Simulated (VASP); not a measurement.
# Mg (P6_3/mmc) in VASP: further runs

Mg is run at these levels: PBE; tasks: single point.

Program: VASP 6.6.1. These are calculated values, not measurements. Logs are shortened: lines on timing, memory, paths and dates and some standing lists are left out, and cuts for length are marked.

## (1) The cell of the first run

It takes space group P6_3/mmc (No. 194, hexagonal). The conventional cell has a = 3.195 Å, b = 3.195 Å, c = 5.188 Å, α = 90.00°, β = 90.00°, γ = 120.00°. Mg (site symmetry -6m2) has 12 Mg at 3.18 to 3.20 Å within 4.2 Å.

## (2) Single point, PBE

INCAR

```
SYSTEM = Mg
PREC     = Accurate       ! precision mode
ENCUT    = 520            ! plane-wave cutoff, eV
EDIFF    = 1E-6           ! SCF threshold, eV
ISMEAR   = 0              ! smearing method
SIGMA    = 0.2            ! smearing width, eV
LREAL    = .FALSE.        ! projectors in reciprocal space
LASPH    = .TRUE.         ! aspherical terms in the spheres
NELM     = 60             ! most SCF steps
ALGO     = Normal         ! electronic algorithm
ISIF     = 2              ! what is computed and relaxed
LWAVE    = .FALSE.        ! write WAVECAR
LCHARG   = .FALSE.        ! write CHGCAR
GGA      = PE             ! functional
NBANDS   = 9              ! bands
```

KPOINTS

```
Automatic mesh
0
G
  11 11 6
  0 0 0
```

POSCAR

```
Mg
1.0
    3.1953117277      0.0000000000      0.0000000000
   -1.5976558638      2.7672211292      0.0000000000
    0.0000000000      0.0000000000      5.1879445283
Mg
2
Direct
    0.3333333333      0.6666666667      0.2500000000
    0.6666666667      0.3333333333      0.7500000000
```

Potentials or basis: VASP PAW PBE potentials, release 64 (Mg).

On the command line:

```console
$ cat potpaw_PBE.64/Mg/POTCAR > POTCAR
$ mpirun -np 1 vasp_std > vasp.out
```

OUTCAR:

```text
SYSTEM = Mg
   PREC = Accurate
   ENCUT = 520
   EDIFF = 1E-6
   ISMEAR = 0
   LREAL = .FALSE.
   LASPH = .TRUE.
   NELM = 60
   ISIF = 2
   GGA = PE

 ion  position               nearest neighbor table
   1  0.333  0.667  0.250-   2 3.18   2 3.18   2 3.18   2 3.18   2 3.18   2 3.18
   2  0.667  0.333  0.750-   1 3.18   1 3.18   1 3.18   1 3.18   1 3.18   1 3.18

  LATTYP: Found a hexagonal cell.
 ALAT       =     3.1953117277
 C/A-ratio  =     1.6236113939

  Lattice vectors:

 A1 = (   3.1953117277,   0.0000000000,   0.0000000000)
 A2 = (  -1.5976558638,   2.7672211292,   0.0000000000)
 A3 = (   0.0000000000,   0.0000000000,   5.1879445283)

Analysis of symmetry for initial positions (statically):
=====================================================================
 Subroutine PRICEL returns:
 Original cell was already a primitive cell.

 Routine SETGRP: Setting up the symmetry group for a
 hexagonal supercell.

 Subroutine GETGRP returns: Found 24 space group operations
 (whereof 12 operations were pure point group operations)
 out of a pool of 24 trial point group operations.

The static configuration has the point symmetry D_3d.
 The point group associated with its full space group is D_6h.

Analysis of symmetry for dynamics (positions and initial velocities):
=====================================================================
 Subroutine PRICEL returns:
 Original cell was already a primitive cell.

 Routine SETGRP: Setting up the symmetry group for a
 hexagonal supercell.

 Subroutine GETGRP returns: Found 24 space group operations
 (whereof 12 operations were pure point group operations)
 out of a pool of 24 trial point group operations.

The dynamic configuration has the point symmetry D_3d.
 The point group associated with its full space group is D_6h.

 Subroutine INISYM returns: Found 24 space group operations
 (whereof 12 operations are pure point group operations),
 and found     1 'primitive' translations

----------------------------------------------------------------------------------------

                                     Primitive cell

  volume of cell :      45.8725

  direct lattice vectors                    reciprocal lattice vectors
     3.195311728  0.000000000  0.000000000     0.312958511  0.180686680  0.000000000
    -1.597655864  2.767221129  0.000000000     0.000000000  0.361373361  0.000000000
     0.000000000  0.000000000  5.187944528     0.000000000  0.000000000  0.192754567

  length of vectors
     3.195311728  3.195311728  5.187944528     0.361373361  0.361373361  0.192754567

  position of ions in fractional coordinates (direct lattice)
     0.333333333  0.666666667  0.250000000
     0.666666667  0.333333333  0.750000000

  ion indices of the primitive-cell ions
   primitive index   ion index
                 1           1
                 2           2

----------------------------------------------------------------------------------------

 KPOINTS: Automatic mesh

Automatic generation of k-mesh.
 Grid dimensions read from file:
 generate k-points for:   11   11    6

 Generating k-lattice:

  Cartesian coordinates                     Fractional coordinates (reciprocal lattice)
     0.028450774  0.016426062  0.000000000     0.090909091  0.000000000  0.000000000
     0.000000000  0.032852124  0.000000000     0.000000000  0.090909091  0.000000000
     0.000000000  0.000000000  0.032125761     0.000000000  0.000000000  0.166666667

  Length of vectors
     0.032852124  0.032852124  0.032125761

  Shift w.r.t. Gamma in fractional coordinates (k-lattice)
     0.000000000  0.000000000  0.000000000

 Subroutine IBZKPT returns following result:
 ===========================================

 Found     64 irreducible k-points:

 Following reciprocal coordinates:
            Coordinates               Weight
  0.000000  0.000000  0.000000      1.000000
  0.090909  0.000000  0.000000      6.000000
  0.181818  0.000000  0.000000      6.000000
  0.272727  0.000000  0.000000      6.000000
  0.363636  0.000000  0.000000      6.000000
  0.454545  0.000000  0.000000      6.000000
[... 16 lines left out ...]
  0.090909  0.090909  0.166667     12.000000
  0.181818  0.090909  0.166667     24.000000
 [... further k-points ...]
   k-points           NKPTS =     64   k-points in BZ     NKDIM =     64   number of bands    NBANDS=      9
   number of dos      NEDOS =    301   number of ions     NIONS =      2
   total plane-waves  NPLWV =  23040
   dimension x,y,z NGX =    24 NGY =   24 NGZ =   40
   dimension x,y,z NGXF=    48 NGYF=   48 NGZF=   80
   ions per type =               2
   NGX,Y,Z   is equivalent  to a cutoff of  12.49, 12.49, 12.82 a.u.
   NGXF,Y,Z  is equivalent  to a cutoff of  24.97, 24.97, 25.64 a.u.
 SYSTEM =  Mg
   PREC   = accura    normal or accurate (medium, high low for compatibility)
   ISTART =      0    job   : 0-new  1-cont  2-samecut
   ICHARG =      2    charge: 1-file 2-atom 10-const
   ISPIN  =      1    spin polarized calculation?
   LNONCOLLINEAR =      F non collinear calculations
   LSORBIT =      F    spin-orbit coupling
   LASPH  =      T    aspherical Exc in radial PAW
   ENCUT  =  520.0 eV  38.22 Ry    6.18 a.u.   5.94  5.94  9.65*2*pi/ulx,y,z
   NELM   =     60;   NELMIN=  2; NELMDL= -5     # of ELM steps
   EDIFF  = 0.1E-05   stopping-criterion for ELM
   LREAL  =      F    real-space projection
   EDIFFG = 0.1E-04   stopping-criterion for IOM
   NSW    =      0    number of steps for IOM
   IBRION =     -1    ionic relax: 0-MD 1-quasi-New 2-CG
   NFREE  =      0    steps in history (QN), initial steepest desc. (CG)
   ISIF   =      2    stress and relaxation
   ISYM   =      2    0-nonsym 1-usesym 2-fastsym
   POTIM  = 0.5000    time-step for ionic-motion
   TEBEG  =    0.0;   TEEND  =   0.0 temperature during run
   PSTRESS=    0.0 pullay stress
   NELECT =       4.0000    total number of electrons
   NUPDOWN=      -1.0000    fix difference up-down
   EMIN   =  10.00;   EMAX   =-10.00  energy-range for DOS
   EFERMI =   0.00;   METHOD = LEGACY
   ISMEAR =     0;   SIGMA  =   0.20  broadening in eV -4-tet -1-fermi 0-gaus
   EFERMI_NEDOS =   21; number of points for ismear=-14 and -15
   IALGO  =     38    algorithm
   IMIX   =      4    mixing-type and parameters
     AMIX     =   0.40;   BMIX     =  1.00
     AMIX_MAG =   1.60;   BMIX_MAG =  1.00
  volume/ion in A,a.u.               =      22.94       154.78
  Fermi-wavevector in a.u.,A,eV,Ry     =   0.725957  1.371859  7.170448  0.527013
  Thomas-Fermi vector in A             =   1.816809
   LORBIT       =      0    0 simple, 1 ext, 2 COOP (PROOUT), +10 PAW based schemes
   GGA     = PE    functional components
   LHFCALC =     F    Hartree Fock is set to
   AEXX    =    0.0000 exact exchange contribution
   IVDW    =     0    specifies the selected vdW correction
   LEPSILON=     F    determine dielectric tensor
   LRPA    =     F    only Hartree local field effects (RPA)
 non-spin polarized calculation
 Gauss-broadening in eV      SIGMA  =   0.20
  energy-cutoff  :      520.00
  volume of cell :       45.87
 maximum number of plane-waves:      1252
 NGX is ok and might be reduce to    24
   NGX = 11   NGY = 11   NGZ = 19

 number of electron       4.0000000 magnetization

 Free energy of the ion-electron system (eV)
  ---------------------------------------------------
  ext. energy  EPLUGINS =         0.00000000
  ---------------------------------------------------
  free energy    TOTEN  =        -3.03482597 eV

  energy without entropy =       -3.02614622  energy(sigma->0) =       -3.03048609

 E-fermi :   2.6304     XC(G=0):  -8.4938

 val. band max:        2.5084102906   @ k =   0.3636   0.2727   0.5000
 cond. band min:       2.7401607771   @ k =   0.1818   0.1818   0.0000
 fundamental gap:      0.2317504865
 Fermi energy:         2.6304225289

 k-point     1 :       0.0000    0.0000    0.0000
  band No.  band energies     occupation
      1      -4.2972      2.00000
      2       0.9523      2.00000
      3       1.3970      2.00000
      4      13.5833      0.00000
      5      13.5833      0.00000
      6      13.6991      0.00000
      7      13.6991      0.00000
      8      14.4736      0.00000
      9      16.0707      0.00000

 k-point     2 :       0.0909    0.0000    0.0000
  band No.  band energies     occupation
      1      -4.1345      2.00000
      2       1.1011      2.00000
      3       1.5551      2.00000
      4      11.0731      0.00000
      5      12.2789      0.00000
      6      13.0833      0.00000
      7      15.2186      0.00000
      8      15.3649      0.00000
      9      15.7661      0.00000

 k-point     3 :       0.1818    0.0000    0.0000
  band No.  band energies     occupation
      1      -3.6478      2.00000
      2       1.5476      2.00000
      3       2.0221      1.99998
      4       8.3394      0.00000
      5      11.1875      0.00000
      6      11.7377      0.00000
      7      13.0659      0.00000
      8      14.1135      0.00000
      9      15.7613      0.00000

 k-point     4 :       0.2727    0.0000    0.0000
  band No.  band energies     occupation
      1      -2.8423      2.00000
      2       2.2927      1.98306
      3       2.7572      0.36993
      4       5.8584      0.00000
      5      10.2723      0.00000
      6      10.3702      0.00000
      7      10.5471      0.00000
      8      12.4789      0.00000
      9      14.8386      0.00000
[... 205 lines left out ...]
 k-point    22 :       0.4545    0.0000    0.1667
  band No.  band energies     occupation
      1      -0.1635      2.00000
      2       1.5038      2.00000
      3       3.4432      0.00000
      4       5.0499      0.00000
      5       6.9104      0.00000
      6       8.3878      0.00000
      7       9.6853      0.00000
      8      11.1976      0.00000
      9      12.8091      0.00000

 k-point    23 :       0.0909    0.0909    0.1667
  band No.  band energies     occupation
      1      -3.6548      2.00000
      2      -0.0145      2.00000
      3       3.5462      0.00000
      4       9.7597      0.00000
      5      10.0713      0.00000
      6      12.9517      0.00000
      7      13.2231      0.00000
      8      13.7372      0.00000
      9      15.1302      0.00000

 k-point    24 :       0.1818    0.0909    0.1667
  band No.  band energies     occupation
      1      -3.0098      2.00000
      2       0.6030      2.00000
      3       4.1166      0.00000
      4       7.2980      0.00000
      5       8.8674      0.00000
      6      10.7155      0.00000
      7      12.2062      0.00000
      8      13.5562      0.00000
      9      14.0602      0.00000

 [... further k-points ...]
[... 5 lines left out ...]
  --------------------------------------------------------------------------------------
  -------------------------------------------------------------------------------------
  Total       -0.0408847     -0.0408847     -0.0424312     -0.0000000     -0.0000000      0.0000000
  in kB       -1.4279686     -1.4279686     -1.4819856     -0.0000000     -0.0000000      0.0000000
  external PRESSURE =      -1.4459743 kB  Pullay stress =       0.0000000 kB

 VOLUME and BASIS-vectors are now :
 -----------------------------------------------------------------------------
  energy-cutoff  :      520.00
  volume of cell :       45.87
      direct lattice vectors                 reciprocal lattice vectors
     3.195311728  0.000000000  0.000000000     0.312958511  0.180686680  0.000000000
    -1.597655864  2.767221129  0.000000000     0.000000000  0.361373361  0.000000000
     0.000000000  0.000000000  5.187944528     0.000000000  0.000000000  0.192754567

 POSITION                                       TOTAL-FORCE (eV/Angst)
 -----------------------------------------------------------------------------------
     -0.00000      1.84481      1.29699        -0.000000      0.000000      0.000000
      1.59766      0.92241      3.89096         0.000000      0.000000      0.000000
 -----------------------------------------------------------------------------------
    total drift:                                0.000000     -0.000000      0.000000

  FREE ENERGIE OF THE ION-ELECTRON SYSTEM (eV)
  ---------------------------------------------------
  free  energy   TOTEN  =        -3.0348259663 eV

  energy  without entropy=       -3.0261462229  energy(sigma->0) =       -3.03048609
```

It took 30 s on 1 thread of AMD EPYC 7R13, shared host; peak memory 0.14 GiB.

Results:

```yaml
Free_energy: -3.0348 eV
Pressure: -0.1 GPa
Band_gap_on_the_k_mesh: zero (band 2 reaches 3.51 eV, above the bottom of band 3 at 1.40 eV)
```

## (3) Single point, PBE

INCAR

```
SYSTEM = Mg
PREC = Accurate
ENCUT = 520
EDIFF = 1E-6
ISMEAR = 0
SIGMA = 0.3
LREAL = .FALSE.
LASPH = .TRUE.
NELM = 80
ALGO = Normal
ISIF = 2
LWAVE = .FALSE.
LCHARG = .TRUE.
GGA = PE
LELF = .TRUE.
LVHAR = .TRUE.
NBANDS = 9
```

KPOINTS is that of step 2.

POSCAR is that of step 2.

Potentials or basis: VASP PAW PBE potentials, release 64 (Mg).

On the command line:

```console
$ cat potpaw_PBE.64/Mg/POTCAR > POTCAR
$ mpirun -np 1 vasp_std > vasp.out
```

It took 32 s on 1 thread of AMD EPYC 7R13, shared host; peak memory 0.14 GiB.

Results (log left out):

| Item | Value |
| --- | --- |
| Free energy | -3.0414 eV |
| Pressure | -0.1 GPa |
| Band gap on the k mesh | zero (band 2 reaches 3.51 eV, above the bottom of band 3 at 1.40 eV) |

Levels at points of the mesh, in eV from the Fermi level:
| k point | band 1 | band 2 | band 3 | band 4 | band 5 | band 6 | band 7 |
| --- | --- | --- | --- | --- | --- | --- | --- |
| (0.00, 0.00, 0.00) | -6.94 | -1.69 | -1.25 | 10.94 | 10.94 | 11.06 | 11.06 |
| (0.00, 0.00, 0.50) | -5.55 | -5.55 | 5.03 | 5.03 | 11.69 | 11.69 | 11.69 |

## (4) Single point, PBE

INCAR

```
SYSTEM = Mg
PREC = Accurate
ENCUT = 520
EDIFF = 1E-7
ISMEAR = 0
SIGMA = 0.6
LREAL = .False.
LASPH = .True.
NELM = 80
ALGO = Normal
ISIF = 2
LWAVE = .False.
LCHARG = .True.
GGA = PE
LELF = .True.
LVHAR = .True.
NBANDS = 9
```

KPOINTS

```
regular mesh
0
Gamma
  11 11 6
  0 0 0
```

POSCAR is that of step 3.

On the command line:

```console
$ cat potpaw_PBE.64/Mg/POTCAR > POTCAR
$ mpirun -np 1 vasp_std > vasp.out
```

Run time: 35 s. Hardware: 1 thread of AMD EPYC 7R13, shared host; peak memory 0.14 GiB.

It converged, with:

| Property | Result |
| --- | --- |
| Free energy | -3.0909 eV |
| Pressure | 0.1 GPa |
| Band gap on the k mesh | zero (band 2 reaches 3.51 eV, above the bottom of band 3 at 1.40 eV) |

Levels at points of the mesh, in eV from the Fermi level:
| k point | band 1 | band 2 | band 3 | band 4 | band 5 | band 6 | band 7 |
| --- | --- | --- | --- | --- | --- | --- | --- |
| (0.00, 0.00, 0.00) | -6.94 | -1.69 | -1.24 | 10.95 | 10.95 | 11.06 | 11.06 |
| (0.00, 0.00, 0.50) | -5.54 | -5.54 | 5.04 | 5.04 | 11.69 | 11.69 | 11.69 |

## (5) Single point, PBE

INCAR

```
SYSTEM = Mg
  PREC = Accurate
  ENCUT = 520
  EDIFF = 1E-7
  ISMEAR = 0
  SIGMA = 1.0
  LREAL = .FALSE.
  LASPH = .TRUE.
  NELM = 80
  ALGO = Normal
  ISIF = 2
  LWAVE = .FALSE.
  LCHARG = .FALSE.
  GGA = PE
  NBANDS = 9
```

KPOINTS

```
regular mesh
0
G
  11 11 6
  0 0 0
```

POSCAR is that of step 4.

On the command line:

```console
$ cat potpaw_PBE.64/Mg/POTCAR > POTCAR
$ mpirun -np 1 vasp_std > vasp.out
```

Wall time 37 s (1 thread of AMD EPYC 7R13, shared host); peak memory 0.14 GiB.

Results (log left out):

```yaml
Free_energy: -3.2240 eV
Pressure: 0.4 GPa
Band_gap_on_the_k_mesh: zero (band 2 reaches 3.51 eV, above the bottom of band 3 at 1.40 eV)
```

Levels at points of the mesh, in eV from the Fermi level:
```
           k point  band 1  band 2  band 3  band 4  band 5  band 6
(0.00, 0.00, 0.00)   -6.92   -1.67   -1.22   10.96   10.96   11.08
(0.00, 0.00, 0.50)   -5.53   -5.53    5.05    5.05   11.71   11.71
```

## (6) Single point, PBE

INCAR

```
SYSTEM = Mg
ALGO = Normal
EDIFF = 1E-7
ENCUT = 520
GGA = PE
ISIF = 2
ISMEAR = 1
LASPH = .TRUE.
LCHARG = .FALSE.
LREAL = .FALSE.
LWAVE = .FALSE.
NBANDS = 9
NELM = 80
PREC = Accurate
SIGMA = 0.01
```

KPOINTS

```
k-points
0
G
  11 11 6
  0 0 0
```

POSCAR is that of step 5.

Potentials or basis: VASP PAW PBE potentials, release 64 (Mg).

On the command line:

```console
$ cat potpaw_PBE.64/Mg/POTCAR > POTCAR
$ mpirun -np 1 vasp_std > vasp.out
```

Run time: 37 s. Hardware: 1 thread of AMD EPYC 7R13, shared host; peak memory 0.14 GiB.

Results (log left out):

| Item | Value |
| --- | --- |
| Free energy | -3.0321 eV |
| Pressure | -0.2 GPa |
| Band gap on the k mesh | zero (band 2 reaches 3.51 eV, above the bottom of band 3 at 1.40 eV) |

Levels at points of the mesh, in eV from the Fermi level:
```
           k point  band 1  band 2  band 3  band 4  band 5
(0.00, 0.00, 0.00)   -6.81   -1.56   -1.12   11.07   11.07
(0.00, 0.00, 0.50)   -5.42   -5.42    5.16    5.16   11.82
```

## (7) The runs side by side

| smearing | gap on the mesh (eV) | pressure (GPa) |
| --- | --- | --- |
| gaussian 0.2 eV | none | -0.1 |
| gaussian 0.3 eV | none | -0.1 |
| gaussian 0.6 eV | none | 0.1 |
| gaussian 1 eV | none | 0.4 |
| methfessel-paxton 0.01 eV | none | -0.2 |

Alike in all rows: task single point; level PBE; potentials or basis VASP PAW PBE potentials, release 64 (Mg); no spin polarisation; cell as given; k mesh 11 × 11 × 6; cutoff (eV) 520.

Every run on the cell as given and a fine mesh finds a metal.

Absolute energies hang on the potentials; compare differences alone.
